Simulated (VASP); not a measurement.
Here is a VASP 6.6.1 calculation.

The input INCAR:

```
SYSTEM = TiSi2
PREC = Accurate
ENCUT = 520
EDIFF = 1E-6
ISMEAR = 0
SIGMA = 0.1
LREAL = .False.
LASPH = .True.
NELM = 100
ALGO = Normal
ISIF = 2
LWAVE = .False.
LCHARG = .True.
GGA = PS
LELF = .True.
LVHAR = .True.
NBANDS = 52
```

File KPOINTS:

```
regular mesh
0
Gamma
  8 6 6
  0 0 0
```

Contents of POSCAR:

```
TiSi2
1.0
    4.7617560843      0.0000000000      0.0000000000
    0.0000000000     -4.0910612937      4.2480470631
    0.0000000000     -4.0910612937     -4.2480470631
Ti Si
4 8
Direct
    0.2500000000      0.5000000000      0.0000000000
    0.7500000000      0.0000000000      0.5000000000
    0.0000000000      0.5000000000      0.5000000000
    0.5000000000      0.0000000000      1.0000000000
    0.7500000000      0.6638329377      0.1638329377
    0.2500000000      0.1638329377      0.6638329377
    0.7500000000      0.3361670623      0.8361670623
    0.2500000000      0.8361670623      0.3361670623
    0.0000000000      0.8361670623      0.8361670623
    0.5000000000      0.3361670623      0.3361670623
    0.0000000000      0.1638329377      0.1638329377
    0.5000000000      0.6638329377      0.6638329377
```

Potentials or basis: VASP PAW PBE potentials, release 64 (Ti_sv, Si).

The run is started by

```bash
$ cat potpaw_PBE.64/Ti_sv/POTCAR potpaw_PBE.64/Si/POTCAR > POTCAR
$ mpirun -np 1 vasp_std > vasp.out
```

(1) Predict the pressure.

(2) Estimate the largest force.

(3) Estimate the band gap on the k mesh.

Answers

(1) 0.2 GPa.

(2) 0.006 eV/Å.

(3) zero (band 40 reaches 10.73 eV, above the bottom of band 41 at 9.46 eV).

Caveat: the PAW data sets were made with another functional, which shifts forces and pressure a little.
